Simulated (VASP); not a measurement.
# Al2Cu (Ibam) in VASP: single point with PBEsol

Aim: the single point of Al2Cu with PBEsol.

Program: VASP 6.6.1. These are calculated values, not measurements. Logs are shortened: lines on timing, memory, paths and dates and some standing lists are left out, and cuts for length are marked.

**1. The cell of the first run**

It takes space group Ibam (No. 72, orthorhombic). Conventional cell: a = 5.993 Å, b = 5.993 Å, c = 4.828 Å, α = 90.00°, β = 90.00°, γ = 90.00°. Al (site symmetry m) has 4 Cu at 2.53 to 2.59 Å and 11 Al at 2.70 to 3.21 Å within 3.3 Å. Within 3.2 Å of Cu (site symmetry 222) lie 2 Cu at 2.41 Å and 8 Al at 2.53 to 2.59 Å.

**2. Single point, PBEsol (atoms displaced along a vibrational mode)**

Input file INCAR:

```
PREC = Accurate ; ENCUT = 520
EDIFF = 1E-6 ; ISMEAR = 0
SIGMA = 0.15 ; LREAL = F
LASPH = T ; NELM = 60
ALGO = Fast ; ISIF = 2
LWAVE = F ; LCHARG = F
GGA = PS ; NBANDS = 26
```

Input file KPOINTS:

```
regular mesh
0
Gamma
  12 12 12
```

Input file POSCAR:

```
Al2Cu
1.0
   -2.9965506923      2.9965506923      2.4139243086
    2.9965506923     -2.9965506923      2.4139243086
    2.9965506923      2.9965506923     -2.4139243086
Al Cu
4 2
Direct
    0.1637444625      0.6548954535      0.8186399160
    0.6637444625      0.8451045465      0.5088490091
    0.8362555375      0.3451045465      0.1813600840
    0.3362555375      0.1548954535      0.4911509909
    0.7500000000      0.7500000000      0.0000000000
    0.2500000000      0.2500000000      0.0000000000
```

Potentials or basis: VASP PAW PBE potentials, release 64 (Al, Cu).

The run is started by

```bash
$ cat potpaw_PBE.64/Al/POTCAR potpaw_PBE.64/Cu/POTCAR > POTCAR
$ mpirun -np 1 vasp_std > vasp.out
```

OUTCAR:

```text
PREC = Accurate
   ENCUT = 520
   EDIFF = 1E-6
   ISMEAR = 0
   LREAL = F
   LASPH = T
   NELM = 60
   ISIF = 2
   GGA = PS

 ion  position               nearest neighbor table
   1  0.164  0.655  0.819-   5 2.53   6 2.53   5 2.59   6 2.59   3 2.70   3 2.86   3 2.86   2 3.05
                             2 3.05   4 3.11   4 3.11   4 3.17   4 3.17   2 3.21   2 3.21
   2  0.664  0.845  0.509-   5 2.53   6 2.53   6 2.59   5 2.59   4 2.70   4 2.86   4 2.86   1 3.05
                             1 3.05   3 3.11   3 3.11   3 3.17   3 3.17   1 3.21   1 3.21
   3  0.836  0.345  0.181-   5 2.53   6 2.53   5 2.59   6 2.59   1 2.70   1 2.86   1 2.86   4 3.05
                             4 3.05   2 3.11   2 3.11   2 3.17   2 3.17   4 3.21   4 3.21
   4  0.336  0.155  0.491-   6 2.53   5 2.53   5 2.59   6 2.59   2 2.70   2 2.86   2 2.86   3 3.05
                             3 3.05   1 3.11   1 3.11   1 3.17   1 3.17   3 3.21   3 3.21
   5  0.750  0.750  0.000-   6 2.41   6 2.41   2 2.53   4 2.53   1 2.53   3 2.53   1 2.59   3 2.59
                             4 2.59   2 2.59
   6  0.250  0.250  0.000-   5 2.41   5 2.41   4 2.53   2 2.53   3 2.53   1 2.53   3 2.59   1 2.59
                             2 2.59   4 2.59

  LATTYP: Found a body centered tetragonal cell.
 ALAT       =     5.9931013846
 C/A-ratio  =     0.8055676531

  Lattice vectors:

 A1 = (  -2.9965506923,   2.9965506923,   2.4139243086)
 A2 = (   2.9965506923,  -2.9965506923,   2.4139243086)
 A3 = (   2.9965506923,   2.9965506923,  -2.4139243086)

Analysis of symmetry for initial positions (statically):
=====================================================================
 Subroutine PRICEL returns:
 Original cell was already a primitive cell.

 Routine SETGRP: Setting up the symmetry group for a
 body centered tetragonal supercell.

 Subroutine GETGRP returns: Found  8 space group operations
 (whereof  4 operations were pure point group operations)
 out of a pool of 16 trial point group operations.

The static configuration has the point symmetry C_2h.
 The point group associated with its full space group is D_2h.

Analysis of symmetry for dynamics (positions and initial velocities):
=====================================================================
 Subroutine PRICEL returns:
 Original cell was already a primitive cell.

 Routine SETGRP: Setting up the symmetry group for a
 body centered tetragonal supercell.

 Subroutine GETGRP returns: Found  8 space group operations
 (whereof  4 operations were pure point group operations)
 out of a pool of 16 trial point group operations.

The dynamic configuration has the point symmetry C_2h.
 The point group associated with its full space group is D_2h.

 Subroutine INISYM returns: Found  8 space group operations
 (whereof  4 operations are pure point group operations),
 and found     1 'primitive' translations

----------------------------------------------------------------------------------------

                                     Primitive cell

  volume of cell :      86.7016

  direct lattice vectors                    reciprocal lattice vectors
    -2.996550692  2.996550692  2.413924309     0.000000000  0.166858515  0.207131598
     2.996550692 -2.996550692  2.413924309     0.166858515  0.000000000  0.207131598
     2.996550692  2.996550692 -2.413924309     0.166858515  0.166858515  0.000000000

  length of vectors
     4.877054713  4.877054713  4.877054713     0.265979817  0.265979817  0.235973576

  position of ions in fractional coordinates (direct lattice)
     0.163744462  0.654895454  0.818639916
     0.663744462  0.845104546  0.508849009
     0.836255538  0.345104546  0.181360084
     0.336255538  0.154895454  0.491150991
     0.750000000  0.750000000  0.000000000
     0.250000000  0.250000000  0.000000000

  ion indices of the primitive-cell ions
   primitive index   ion index
                 1           1
                 2           2
                 3           3
                 4           4
                 5           5
                 6           6

----------------------------------------------------------------------------------------

 KPOINTS: regular mesh

Automatic generation of k-mesh.
 Grid dimensions read from file:
 generate k-points for:   12   12   12

 Generating k-lattice:

  Cartesian coordinates                     Fractional coordinates (reciprocal lattice)
     0.000000000  0.013904876  0.017260967     0.083333333 -0.000000000  0.000000000
     0.013904876  0.000000000  0.017260967    -0.000000000  0.083333333  0.000000000
     0.013904876  0.013904876  0.000000000     0.000000000  0.000000000  0.083333333

  Length of vectors
     0.022164985  0.022164985  0.019664465

  Shift w.r.t. Gamma in fractional coordinates (k-lattice)
     0.000000000  0.000000000  0.000000000

 Subroutine IBZKPT returns following result:
 ===========================================

 Found    280 irreducible k-points:

 Following reciprocal coordinates:
            Coordinates               Weight
  0.000000  0.000000  0.000000      1.000000
  0.083333 -0.000000  0.000000      4.000000
  0.083333 -0.000000 -0.083333      4.000000
  0.166667 -0.000000  0.000000      4.000000
  0.166667 -0.000000 -0.166667      4.000000
  0.250000 -0.000000  0.000000      4.000000
[... 16 lines left out ...]
  0.500000  0.083333  0.000000      8.000000
 -0.416667  0.000000  0.500000      8.000000
 [... further k-points ...]
   k-points           NKPTS =    280   k-points in BZ     NKDIM =    280   number of bands    NBANDS=     26
   number of dos      NEDOS =    301   number of ions     NIONS =      6
   total plane-waves  NPLWV =  46656
   dimension x,y,z NGX =    36 NGY =   36 NGZ =   36
   dimension x,y,z NGXF=    72 NGYF=   72 NGZF=   72
   ions per type =               4   2
   NGX,Y,Z   is equivalent  to a cutoff of  12.27, 12.27, 12.27 a.u.
   NGXF,Y,Z  is equivalent  to a cutoff of  24.54, 24.54, 24.54 a.u.
 SYSTEM =  unknown system
   PREC   = accura    normal or accurate (medium, high low for compatibility)
   ISTART =      0    job   : 0-new  1-cont  2-samecut
   ICHARG =      2    charge: 1-file 2-atom 10-const
   ISPIN  =      1    spin polarized calculation?
   LNONCOLLINEAR =      F non collinear calculations
   LSORBIT =      F    spin-orbit coupling
   LASPH  =      T    aspherical Exc in radial PAW
   ENCUT  =  520.0 eV  38.22 Ry    6.18 a.u.   9.07  9.07  9.07*2*pi/ulx,y,z
   NELM   =     60;   NELMIN=  2; NELMDL= -5     # of ELM steps
   EDIFF  = 0.1E-05   stopping-criterion for ELM
   LREAL  =      F    real-space projection
   EDIFFG = 0.1E-04   stopping-criterion for IOM
   NSW    =      0    number of steps for IOM
   IBRION =     -1    ionic relax: 0-MD 1-quasi-New 2-CG
   NFREE  =      0    steps in history (QN), initial steepest desc. (CG)
   ISIF   =      2    stress and relaxation
   ISYM   =      2    0-nonsym 1-usesym 2-fastsym
   POTIM  = 0.5000    time-step for ionic-motion
   TEBEG  =    0.0;   TEEND  =   0.0 temperature during run
   PSTRESS=    0.0 pullay stress
   NELECT =      34.0000    total number of electrons
   NUPDOWN=      -1.0000    fix difference up-down
   EMIN   =  10.00;   EMAX   =-10.00  energy-range for DOS
   EFERMI =   0.00;   METHOD = LEGACY
   ISMEAR =     0;   SIGMA  =   0.15  broadening in eV -4-tet -1-fermi 0-gaus
   EFERMI_NEDOS =   21; number of points for ismear=-14 and -15
   IALGO  =     68    algorithm
   IMIX   =      4    mixing-type and parameters
     AMIX     =   0.40;   BMIX     =  1.00
     AMIX_MAG =   1.60;   BMIX_MAG =  1.00
  volume/ion in A,a.u.               =      14.45        97.52
  Fermi-wavevector in a.u.,A,eV,Ry     =   1.198281  2.264424 19.536312  1.435878
  Thomas-Fermi vector in A             =   2.334174
   LORBIT       =      0    0 simple, 1 ext, 2 COOP (PROOUT), +10 PAW based schemes
   GGA     = PS    functional components
   LHFCALC =     F    Hartree Fock is set to
   AEXX    =    0.0000 exact exchange contribution
   IVDW    =     0    specifies the selected vdW correction
   LEPSILON=     F    determine dielectric tensor
   LRPA    =     F    only Hartree local field effects (RPA)
 non-spin polarized calculation
 RMM-DIIS sequential band-by-band and
 Gauss-broadening in eV      SIGMA  =   0.15
  energy-cutoff  :      520.00
  volume of cell :       86.70
 maximum number of plane-waves:      2376
   NGX = 19   NGY = 19   NGZ = 19

 number of electron      34.0000009 magnetization

 Free energy of the ion-electron system (eV)
  ---------------------------------------------------
  ext. energy  EPLUGINS =         0.00000000
  ---------------------------------------------------
  free energy    TOTEN  =       -25.99881849 eV

  energy without entropy =      -25.97553607  energy(sigma->0) =      -25.98717728

 E-fermi :   8.2245     XC(G=0): -11.0779

 val. band max:        8.2224826683   @ k =   0.3333  -0.0833   0.2500
 cond. band min:       8.2330934403   @ k =   0.2500   0.2500   0.0000
 fundamental gap:      0.0106107720
 Fermi energy:         8.2245063250

 k-point     1 :       0.0000    0.0000    0.0000
  band No.  band energies     occupation
      1      -2.7416      2.00000
      2       2.7607      2.00000
      3       2.9161      2.00000
      4       2.9724      2.00000
      5       2.9921      2.00000
      6       3.8997      2.00000
[... 18 lines left out ...]
     25      13.6453      0.00000
     26      14.1987      0.00000

 k-point     2 :       0.0833   -0.0000    0.0000
  band No.  band energies     occupation
      1      -2.6675      2.00000
      2       2.7562      2.00000
      3       2.9013      2.00000
      4       2.9882      2.00000
      5       2.9900      2.00000
      6       3.8835      2.00000
[... 18 lines left out ...]
     25      13.7280      0.00000
[... 608 lines left out ...]
     25      14.6704      0.00000
     26      14.9808      0.00000

 k-point    24 :      -0.4167    0.0000    0.5000
  band No.  band energies     occupation
      1      -0.5886      2.00000
      2       0.4170      2.00000
      3       2.3249      2.00000
      4       2.8185      2.00000
      5       3.2230      2.00000
      6       3.6060      2.00000
[... 18 lines left out ...]
     25      14.6559      0.00000
     26      15.0407      0.00000

 [... further k-points ...]

------------------------ aborting loop because EDIFF is reached ----------------------------------------

  FORCE on cell =-STRESS in cart. coord.  units (eV):
  Direction    XX          YY          ZZ          XY          YZ          ZX
  --------------------------------------------------------------------------------------
  -------------------------------------------------------------------------------------
  Total       -0.4846218      0.7089845     -0.1134842     -0.0000000      0.0000000      0.0000000
  in kB       -8.9554336     13.1014819     -2.0970989     -0.0000000      0.0000000      0.0000000
  external PRESSURE =       0.6829831 kB  Pullay stress =       0.0000000 kB

 VOLUME and BASIS-vectors are now :
 -----------------------------------------------------------------------------
  energy-cutoff  :      520.00
  volume of cell :       86.70
      direct lattice vectors                 reciprocal lattice vectors
    -2.996550692  2.996550692  2.413924309     0.000000000  0.166858515  0.207131598
     2.996550692 -2.996550692  2.413924309     0.166858515  0.000000000  0.207131598
     2.996550692  2.996550692 -2.413924309     0.166858515  0.166858515  0.000000000

 POSITION                                       TOTAL-FORCE (eV/Angst)
 -----------------------------------------------------------------------------------
      3.92485      0.98134      0.00000         0.149390     -0.183765      0.000000
      2.06825      0.98134      2.41392        -0.149390     -0.183765      0.000000
     -0.92830      2.01521      2.41392        -0.149390      0.183765      0.000000
      0.92830      2.01521      0.00000         0.149390      0.183765     -0.000000
      0.00000      0.00000      3.62089        -0.000000      0.000000      0.000000
      0.00000      0.00000      1.20696        -0.000000      0.000000      0.000000
 -----------------------------------------------------------------------------------
    total drift:                                0.000000      0.000000      0.000000

  FREE ENERGIE OF THE ION-ELECTRON SYSTEM (eV)
  ---------------------------------------------------
  free  energy   TOTEN  =       -25.9988184877 eV

  energy  without entropy=      -25.9755360719  energy(sigma->0) =      -25.98717728
```

Run time: 20 min. Hardware: 1 thread of Oxide Virtual Turin-like, shared host; peak memory 0.57 GiB.

Results:

```yaml
Free_energy: -25.9988 eV
Pressure: 0.1 GPa
Largest_force: 0.237 eV/Å
Band_gap_on_the_k_mesh: zero (bands 17 and 18 overlap by 4.39 eV)
```

Forces in eV/Å, atoms in the order of the input:
```
Al   0.149 -0.184  0.000
Al  -0.149 -0.184  0.000
Al  -0.149  0.184  0.000
Al   0.149  0.184  0.000
Cu   0.000  0.000  0.000
Cu   0.000  0.000  0.000
```

Stress tensor (GPa, compression positive):
```
-0.90  0.00  0.00
 0.00  1.31  0.00
 0.00  0.00 -0.21
```

Levels at points of the mesh, in eV from the Fermi level:
```tsv
k point	band 13	band 14	band 15	band 16	band 17	band 18	band 19	band 20	band 21	band 22
(0.00, 0.00, 0.00)	-2.89	-1.98	-1.44	-1.33	-1.18	-0.85	-0.23	0.07	1.52	1.53
(0.50, 0.00, 0.00)	-3.15	-3.15	-2.62	-2.62	0.22	0.22	4.17	4.17	4.33	4.33
(0.50, 0.00, 0.50)	-3.14	-3.14	-2.69	-2.69	0.26	0.26	4.06	4.06	4.41	4.41
(0.50, 0.50, 0.00)	-2.90	-2.87	-1.51	-1.31	-0.90	-0.69	0.83	1.28	4.68	4.77
(0.50, 0.50, 0.50)	-3.41	-3.33	-3.29	-1.85	2.62	2.77	3.14	3.37	4.18	4.82
```

Caveat: the cell differs from its parent crystal (atoms displaced along a vibrational mode); the PAW data sets were made with another functional, which shifts forces and pressure a little.
